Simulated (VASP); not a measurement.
A run of VASP 6.6.1:

File INCAR:

```
SYSTEM = Ge
  PREC = Accurate
  ENCUT = 520
  EDIFF = 1E-7
  ISMEAR = -1
  SIGMA = 0.05
  LREAL = .FALSE.
  LASPH = .TRUE.
  NELM = 80
  ALGO = Normal
  ISIF = 2
  LWAVE = .FALSE.
  LCHARG = .FALSE.
  GGA = PS
  NBANDS = 66
```

Contents of KPOINTS:

```
regular mesh
0
G
  8 8 2
  0 0 0
```

File POSCAR:

```
Ge
1.0
    3.9762485223      0.0000000000      0.0000000000
   -1.9881242612      3.4435322321      0.0000000000
    0.0000000000      0.0000000000     13.0684041533
Ge
8
Direct
    0.3333333333      0.6666666667      0.1559415700
    0.6666666667      0.3333333333      0.8440584300
    0.6666666667      0.3333333333      0.6559415700
    0.3333333333      0.6666666667      0.3440584300
    0.0000000000      0.0000000000      0.0931488400
    0.0000000000      0.0000000000      0.9068511600
    0.0000000000      0.0000000000      0.5931488400
    0.0000000000      0.0000000000      0.4068511600
```

Potentials or basis: VASP PAW PBE potentials, release 64 (Ge_d).

Command:

```console
$ cat potpaw_PBE.64/Ge_d/POTCAR > POTCAR
$ mpirun -np 1 vasp_std > vasp.out
```

Hardware: 1 thread of Intel(R) Xeon(R) Platinum 8559C (Emerald Rapids) (shared host).

Task: Estimate the wall time of this run.

Result: Run time: 3.4 min on 1 thread of Intel(R) Xeon(R) Platinum 8559C (Emerald Rapids) (shared host), peak memory 0.35 GiB. Counts: scf iterations 15, k points 20.
